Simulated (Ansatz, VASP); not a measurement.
## SnSe2: VASP beside Ansatz

Contents of POSCAR:

```
SnSe2
1.0
    3.8405603077      0.0000000000      0.0000000000
   -1.9202801539      3.3260227912      0.0000000000
    0.0000000000      0.0000000000      6.6551244967
Sn Se
1 2
Direct
    0.0000000000      0.0000000000      0.0000000000
    0.6666666667      0.3333333333      0.7633438561
    0.3333333333      0.6666666667      0.2366561439
```

File INCAR.step1:

```
SYSTEM = SnSe2
  ALGO = Normal
  EDIFF = 1E-4
  ENCUT = 520
  GGA = PE
  ISMEAR = 0
  LASPH = .TRUE.
  LCHARG = .FALSE.
  LREAL = .FALSE.
  LWAVE = .TRUE.
  NBANDS = 20
  NELM = 100
  PREC = Accurate
  SIGMA = 0.02
```

INCAR.step2

```
SYSTEM = SnSe2
  ALGO = Normal
  EDIFF = 1E-7
  ENCUT = 520
  ISIF = 2
  ISMEAR = 0
  ISTART = 1
  LASPH = .TRUE.
  LCHARG = .FALSE.
  LMIXTAU = .TRUE.
  LREAL = .FALSE.
  LWAVE = .FALSE.
  METAGGA = R2SCAN
  NBANDS = 20
  NELM = 100
  PREC = Accurate
  SIGMA = 0.02
```

The input KPOINTS:

```
k-points
0
G
  12 12 4
  0 0 0
```

Input for Ansatz:

```yaml
crystal:
  lattice:
    - [3.8405603077, 0.0, 0.0]
    - [-1.9202801539, 3.3260227912, 0.0]
    - [0.0, 0.0, 6.6551244967]
  atoms:
    - { symbol: Sn, position: [0.0, 0.0, 0.0] }
    - { symbol: Se, position: [0.6666666667, 0.3333333333, 0.7633438561] }
    - { symbol: Se, position: [0.3333333333, 0.6666666667, 0.2366561439] }
basis:
  ecutwfc: 500
kpoints:
  mp_grid: { grid: [12, 12, 4] }
  band_path: { path: [VBM, CBM], npoints: 2 }
hamiltonian:
  xc: r2scan
scf:
  occupations: { method: gaussian, width: 0.02 }
output:
  forces: true
  stress: true
  eigenvalues: true
checkpoint:
  read: start.run
  write: ck
  compress: false
  write_wavefunctions: false
  write_every: 100000
```

Alike in both runs: task single point; functional r2SCAN; k mesh 12 × 12 × 4; occupations gaussian, width 0.02 eV; no spin polarisation.

```csv
,VASP,Ansatz
version,VASP 6.6.1,Ansatz 0.2.0
potentials or method,"VASP PAW PBE potentials, release 64 (Sn_d, Se), cutoff 520 eV","scalar-relativistic, plane waves, PAW"
valence electrons in the cell,26,46
```

Ansatz gave:

* gap on the k mesh at the Fermi level (eV): 1.03
* least direct gap on the mesh (eV): 1.45
* pressure (GPa): -0.1
* traceless stress, the component that is largest in VASP (GPa): -0.08
* rms of the force components (eV/Å): 0.000

What did VASP give for the same quantities?

gap on the k mesh at the Fermi level (eV): 1.04; least direct gap on the mesh (eV): 1.45; pressure (GPa): -0.1; traceless stress, the component that is largest in VASP (GPa): -0.07; rms of the force components (eV/Å): 0.006.

VASP's potentials were made for PBE, not for r2SCAN. Atom by atom the forces differ by 0.006 eV/Å (rms over components). VASP's potentials hold 26 valence electrons a cell and Ansatz's 46, so a difference there can come from the potentials and not from the codes.
